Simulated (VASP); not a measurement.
A run of VASP 6.6.1:

INCAR

```
SYSTEM = Al
ALGO = Normal
EDIFF = 1E-7
ENCUT = 520
GGA = PS
ISIF = 2
ISMEAR = -1
LASPH = .TRUE.
LCHARG = .TRUE.
LELF = .TRUE.
LREAL = .FALSE.
LVHAR = .TRUE.
LWAVE = .FALSE.
NBANDS = 8
NELM = 60
PREC = Accurate
SIGMA = 0.05
```

Contents of KPOINTS:

```
k-points
0
G
  11 11 11
  0 0 0
```

POSCAR

```
Al
1.0
    0.0000000000      2.0645171409      2.0645171409
    2.0645171409      0.0000000000      2.0645171409
    2.0645171409      2.0645171409      0.0000000000
Al
1
Direct
    0.0000000000      0.0000000000      0.0000000000
```

Potentials or basis: VASP PAW PBE potentials, release 64 (Al).

The run is started by

```console
$ cat potpaw_PBE.64/Al/POTCAR > POTCAR
$ mpirun -np 1 vasp_std > vasp.out
```

Hardware: 1 thread of Intel(R) Xeon(R) Platinum 8481C CPU @ 2.70GHz (Sapphire Rapids) (shared host).

Problem. How long does it take, and how much memory?

Solution. Wall time 3.7 s on 1 thread of Intel(R) Xeon(R) Platinum 8481C CPU @ 2.70GHz (Sapphire Rapids) (shared host), peak memory 0.13 GiB. Counts: scf iterations 11, k points 56.
